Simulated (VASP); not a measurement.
Crystal: BAs.

```
B As
1.0
     0.00000    2.29619    2.29619
     2.29619    0.00000    2.29619
     2.29619    2.29619    0.00000
B As
1 1
Direct
  0.00000 0.00000 0.00000
  0.25000 0.25000 0.25000
```

This cell differs from its parent crystal: strain -4.0%.

Base run:

* Program: VASP 6.6.1
* Functional: r2SCAN
* Potentials or basis: VASP PAW PBE potentials, release 64 (B, As)
* Cutoff: 520 eV
* k mesh: 10 × 10 × 10
* Occupations: gaussian, width 0.01 eV
* Spin: no spin polarisation

Its results: band gap on the k mesh 1.24 eV, indirect (least direct gap 3.59 eV); pressure 22.7 GPa.

The run is repeated on the same cell with these changes: functional from r2SCAN to PBE; occupations from gaussian, width 0.01 eV to fermi-dirac, width 0.02 eV. What comes out?

Band gap on the k mesh 1.05 eV, indirect (least direct gap 3.44 eV); pressure 25.3 GPa.

Caveats: the PAW data sets were made with another functional, which shifts forces and pressure a little (some runs).

A k mesh can miss the band edges.
